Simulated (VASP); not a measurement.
# Li2S (Fm-3m) in VASP: vibrations by perturbation theory with PBE

Aim: the vibrations by perturbation theory of Li2S with PBE.

Program: VASP 6.6.1. These are calculated values, not measurements. Logs are shortened: lines on timing, memory, paths and dates and some standing lists are left out, and cuts for length are marked.

## (1) The cell of the first run

It takes space group Fm-3m (No. 225, cubic). The conventional cell has a = 5.706 Å, b = 5.706 Å, c = 5.706 Å, α = 90.00°, β = 90.00°, γ = 90.00°. Within 3.3 Å of Li (site symmetry -43m) lie 4 S at 2.47 Å and 6 Li at 2.85 Å. S (site symmetry m-3m) has 8 Li at 2.47 Å within 3.3 Å.

## (2) Vibrations by perturbation theory, PBE

INCAR reads:

```
SYSTEM = Li2S
  PREC = Accurate
  ENCUT = 750
  EDIFF = 1E-8
  ISMEAR = 0
  SIGMA = 0.01
  LREAL = .FALSE.
  LASPH = .TRUE.
  NELM = 120
  ALGO = Normal
  ISIF = 2
  LWAVE = .FALSE.
  LCHARG = .FALSE.
  GGA = PE
  NBANDS = 13
  IBRION = 8
  NSW = 1
  LEPSILON = .TRUE.
  GGA_COMPAT = .FALSE.
```

KPOINTS reads:

```
Automatic mesh
0
G
  8 8 8
  0 0 0
```

POSCAR reads:

```
Li2S
1.0
    0.0000000000      2.8528367780      2.8528367780
    2.8528367780      0.0000000000      2.8528367780
    2.8528367780      2.8528367780      0.0000000000
Li S
2 1
Direct
    0.7500000000      0.7500000000      0.7500000000
    0.2500000000      0.2500000000      0.2500000000
    0.0000000000      0.0000000000      0.0000000000
```

Potentials or basis: VASP PAW PBE potentials, release 64 (Li_sv, S).

Command:

```sh
> cat potpaw_PBE.64/Li_sv/POTCAR potpaw_PBE.64/S/POTCAR > POTCAR
> mpirun -np 1 vasp_std > vasp.out
```

OUTCAR:

```text
SYSTEM = Li2S
   PREC = Accurate
   ENCUT = 750
   EDIFF = 1E-8
   ISMEAR = 0
   LREAL = .FALSE.
   LASPH = .TRUE.
   NELM = 120
   ISIF = 2
   GGA = PE
   IBRION = 8
   NSW = 1
   LEPSILON = .TRUE.

 ion  position               nearest neighbor table
   1  0.750  0.750  0.750-   3 2.47   3 2.47   3 2.47   3 2.47
   2  0.250  0.250  0.250-   3 2.47   3 2.47   3 2.47   3 2.47
   3  0.000  0.000  0.000-   1 2.47   2 2.47   1 2.47   1 2.47   2 2.47   1 2.47   2 2.47   2 2.47

  LATTYP: Found a face centered cubic cell.
 ALAT       =     5.7056735560

  Lattice vectors:

 A1 = (   0.0000000000,   2.8528367780,   2.8528367780)
 A2 = (   2.8528367780,   0.0000000000,   2.8528367780)
 A3 = (   2.8528367780,   2.8528367780,   0.0000000000)

Analysis of symmetry for initial positions (statically):
=====================================================================
 Subroutine PRICEL returns:
 Original cell was already a primitive cell.

 Routine SETGRP: Setting up the symmetry group for a
 face centered cubic supercell.

 Subroutine GETGRP returns: Found 48 space group operations
 (whereof 48 operations were pure point group operations)
 out of a pool of 48 trial point group operations.

The static configuration has the point symmetry O_h .

Analysis of symmetry for dynamics (positions and initial velocities):
=====================================================================
 Subroutine PRICEL returns:
 Original cell was already a primitive cell.

 Routine SETGRP: Setting up the symmetry group for a
 face centered cubic supercell.

 Subroutine GETGRP returns: Found 48 space group operations
 (whereof 48 operations were pure point group operations)
 out of a pool of 48 trial point group operations.

The dynamic configuration has the point symmetry O_h .

 Subroutine INISYM returns: Found 48 space group operations
 (whereof 48 operations are pure point group operations),
 and found     1 'primitive' translations

----------------------------------------------------------------------------------------

                                     Primitive cell

  volume of cell :      46.4366

  direct lattice vectors                    reciprocal lattice vectors
     0.000000000  2.852836778  2.852836778    -0.175264145  0.175264145  0.175264145
     2.852836778  0.000000000  2.852836778     0.175264145 -0.175264145  0.175264145
     2.852836778  2.852836778  0.000000000     0.175264145  0.175264145 -0.175264145

  length of vectors
     4.034520463  4.034520463  4.034520463     0.303566405  0.303566405  0.303566405

  position of ions in fractional coordinates (direct lattice)
     0.750000000  0.750000000  0.750000000
     0.250000000  0.250000000  0.250000000
     0.000000000  0.000000000  0.000000000

  ion indices of the primitive-cell ions
   primitive index   ion index
                 1           1
                 2           2
                 3           3

----------------------------------------------------------------------------------------

 KPOINTS: Automatic mesh

Automatic generation of k-mesh.
 Grid dimensions read from file:
 generate k-points for:    8    8    8

 Generating k-lattice:

  Cartesian coordinates                     Fractional coordinates (reciprocal lattice)
    -0.021908018  0.021908018  0.021908018     0.125000000  0.000000000  0.000000000
     0.021908018 -0.021908018  0.021908018     0.000000000  0.125000000  0.000000000
     0.021908018  0.021908018 -0.021908018     0.000000000  0.000000000  0.125000000

  Length of vectors
     0.037945801  0.037945801  0.037945801

  Shift w.r.t. Gamma in fractional coordinates (k-lattice)
[... 506 lines left out ...]
      4.27926      4.27926      4.27926        -0.000000     -0.000000     -0.000000
      1.42642      1.42642      1.42642         0.000000      0.000000      0.000000
      0.00000      0.00000      0.00000        -0.000000      0.000000      0.000000
 -----------------------------------------------------------------------------------
    total drift:                                0.000000      0.000000      0.000000

  FREE ENERGIE OF THE ION-ELECTRON SYSTEM (eV)
  ---------------------------------------------------
  free  energy   TOTEN  =       -11.9950563623 eV

  energy  without entropy=      -11.9950563623  energy(sigma->0) =      -11.99505636

 HEAD OF MICROSCOPIC STATIC DIELECTRIC TENSOR (INDEPENDENT PARTICLE, excluding Hartree and local field effects)
 ------------------------------------------------------
           4.310959    -0.000000    -0.000000
           0.000000     4.310959     0.000000
           0.000000     0.000000     4.310959
 ------------------------------------------------------

 Free energy of the ion-electron system (eV)
  ---------------------------------------------------
  ---------------------------------------------------
  free energy    TOTEN  =        -0.42529811 eV

  energy without entropy =       -0.42529811

------------------------ aborting loop because EDIFF is reached ----------------------------------------

--------------------------------------- Ionic step        2  -------------------------------------------

------------------------ aborting loop because EDIFF is reached ----------------------------------------

--------------------------------------- Ionic step        3  -------------------------------------------

------------------------ aborting loop because EDIFF is reached ----------------------------------------

 PIEZOELECTRIC TENSOR FIELD DIRECTION 3  (e Angst)
 -----------------------------------------------------------------------------
    -0.00018  0.00000 -0.00000           ( -0.00000  0.00000  0.00000)
     0.00000 -0.00018 -0.00000           (  0.00000 -0.00000  0.00000)
    -0.00000  0.00000 -0.00110           (  0.00000  0.00000  0.00000)

 PIEZOELECTRIC TENSOR FIELD DIRECTION 3  (C/m^2)
 -----------------------------------------------------------------------------
    -0.00006  0.00000 -0.00000
     0.00000 -0.00006 -0.00000
    -0.00000  0.00000 -0.00038

[... ionic steps 4 to 9 ...]

--------------------------------------- Ionic step       10  -------------------------------------------

 Free energy of the ion-electron system (eV)
  ---------------------------------------------------
  ---------------------------------------------------
  free energy    TOTEN  =        -0.10990838 eV

  energy without entropy =       -0.10990838

------------------------ aborting loop because EDIFF is reached ----------------------------------------

 INTERNAL STRAIN TENSOR  FOR ION    3  DIRECTION 1   (eV/Angst):
 -----------------------------------------------------------------------------
    -0.00407 -0.00000 -0.00000
    -0.00000  0.00817 -0.00000
    -0.00000 -0.00000  0.00817

 MACROSCOPIC STATIC DIELECTRIC TENSOR (including local field effects in DFT)
 ------------------------------------------------------
           3.889614     0.000000    -0.000000
           0.000000     3.889614    -0.000000
           0.000000     0.000000     3.889614
 ------------------------------------------------------

 PIEZOELECTRIC TENSOR (including local field effects)  for field in x, y, z        (e  Angst)
          XX          YY          ZZ          XY          YZ          ZX
  --------------------------------------------------------------------------------
  x     0.00000     0.00000     0.00000     0.00000     0.00000     0.00000
  y     0.00000     0.00000     0.00000     0.00000     0.00000     0.00000
  z     0.00000     0.00000     0.00000     0.00000     0.00000     0.00000

 PIEZOELECTRIC TENSOR (including local field effects)  for field in x, y, z        (C/m^2)
          XX          YY          ZZ          XY          YZ          ZX
  --------------------------------------------------------------------------------
  x     0.00000     0.00000     0.00000     0.00000     0.00000     0.00000
  y     0.00000     0.00000     0.00000     0.00000     0.00000     0.00000
  z     0.00000     0.00000     0.00000     0.00000     0.00000     0.00000

 BORN EFFECTIVE CHARGES (including local field effects) (in |e|, cummulative output)
 ---------------------------------------------------------------------------------
 ion    1
    1     0.95128     0.00000     0.00000
    2     0.00000     0.95128     0.00000
    3     0.00000     0.00000     0.95128
 ion    2
    1     0.95128     0.00000     0.00000
    2     0.00000     0.95128     0.00000
    3     0.00000     0.00000     0.95128
 ion    3
    1    -1.90257     0.00000     0.00000
    2     0.00000    -1.90257     0.00000
    3     0.00000    -0.00000    -1.90257

 INTERNAL STRAIN TENSOR FOR ION    3 for displacements in x,y,z  (eV/Angst):
          X           Y           Z          XY          YZ          ZX
  --------------------------------------------------------------------------------
  x     0.00000     0.00000     0.00000     0.00000     0.00000     0.00000
  y     0.00000     0.00000     0.00000     0.00000     0.00000     0.00000
  z     0.00000     0.00000     0.00000     0.00000     0.00000     0.00000

 SECOND DERIVATIVES (NOT SYMMETRIZED)
 ------------------------------------
               1X          1Y          1Z          2X          2Y          2Z          3X          3Y          3Z
  1X    -2.691975    0.000000    0.000000    0.917645    0.000000    0.000000    1.774330    0.000000    0.000000
  1Y     0.000000   -2.691975    0.000000    0.000000    0.917645    0.000000    0.000000    1.774330    0.000000
  1Z     0.000000    0.000000   -2.691975    0.000000    0.000000    0.917645    0.000000    0.000000    1.774330
  2X     0.917645    0.000000    0.000000   -2.691975    0.000000    0.000000    1.774330    0.000000    0.000000
  2Y     0.000000    0.917645    0.000000    0.000000   -2.691975    0.000000    0.000000    1.774330    0.000000
  2Z     0.000000    0.000000    0.917645    0.000000    0.000000   -2.691975    0.000000    0.000000    1.774330
  3X     1.819754    0.000000    0.000000    1.819754    0.000000    0.000000   -3.639508    0.000000    0.000000
  3Y     0.000000    1.819754    0.000000    0.000000    1.819754    0.000000    0.000000   -3.639508    0.000000
  3Z     0.000000    0.000000    1.819754    0.000000    0.000000    1.819754    0.000000    0.000000   -3.639508

 Eigenvectors and eigenvalues of the dynamical matrix
 ----------------------------------------------------

   1 f  =   11.218182 THz    70.485918 2PiTHz  374.198280 cm-1    46.394653 meV
             X         Y         Z           dx          dy          dz
      4.279255  4.279255  4.279255     0.706909    0.014557   -0.008211
      1.426418  1.426418  1.426418    -0.706909   -0.014557    0.008211
      0.000000  0.000000  0.000000    -0.000000    0.000000    0.000000
[... 43 lines left out ...]
   9 f/i=    0.055313 THz     0.347544 2PiTHz    1.845054 cm-1     0.228757 meV
             X         Y         Z           dx          dy          dz
      4.279255  4.279255  4.279255     0.138212    0.301814   -0.211204
      1.426418  1.426418  1.426418     0.138212    0.301814   -0.211204
      0.000000  0.000000  0.000000     0.291883    0.637384   -0.446030

--------------------------------------------------------------------------------------------------------

 MACROSCOPIC STATIC DIELECTRIC TENSOR IONIC CONTRIBUTION
 ------------------------------------------------------
           3.907875    -0.000000     0.000000
          -0.000000     3.907875     0.000000
           0.000000     0.000000     3.907875
 ------------------------------------------------------

 ELASTIC MODULI CONTR FROM IONIC RELAXATION (kBar)
 Direction    XX          YY          ZZ          XY          YZ          ZX
 --------------------------------------------------------------------------------
 XX          -0.0000      0.0000      0.0000     -0.0000      0.0000     -0.0000
 YY           0.0000     -0.0000     -0.0000     -0.0000     -0.0000     -0.0000
 ZZ           0.0000     -0.0000     -0.0000      0.0000     -0.0000     -0.0000
 XY          -0.0000     -0.0000      0.0000    -28.0228     -0.0000      0.0000
 YZ           0.0000     -0.0000     -0.0000     -0.0000    -28.0228      0.0000
 ZX          -0.0000     -0.0000     -0.0000      0.0000      0.0000    -28.0228
 --------------------------------------------------------------------------------

 PIEZOELECTRIC TENSOR IONIC CONTR  for field in x, y, z        (C/m^2)
          XX          YY          ZZ          XY          YZ          ZX
  --------------------------------------------------------------------------------
  x     0.00000    -0.00000    -0.00000    -0.00000    -0.00000    -0.00000
  y     0.00000    -0.00000    -0.00000     0.00000     0.00000    -0.00000
  z    -0.00000    -0.00000     0.00000     0.00000     0.00000    -0.00000
```

Wall time 28 min (1 thread of Intel Xeon 8259CL, shared host); peak memory 0.4 GiB.

What came out:

```yaml
Electronic_dielectric_tensor_diagonal: 3.89
Born_charges_mean_of_the_diagonal: Li +0.95; S -1.90 e
Highest_phonon_frequency_at_Γ_LO-TO_splitting_left_out: 374 cm⁻¹
```

Phonon frequencies in cm⁻¹ (negative: imaginary):
```csv
q point,frequencies
"(0.000, 0.000, 0.000)",-2 -2 -2 316 316 316 374 374 374
```

Electronic dielectric tensor:
```
3.89 0.00 0.00
0.00 3.89 0.00
0.00 0.00 3.89
```

Born effective charge tensors (e):
atom 1, Li
```
0.95 0.00 0.00
0.00 0.95 0.00
0.00 0.00 0.95
```
atom 2, Li
```
0.95 0.00 0.00
0.00 0.95 0.00
0.00 0.00 0.95
```
atom 3, S
```
-1.90  0.00  0.00
 0.00 -1.90  0.00
 0.00  0.00 -1.90
```
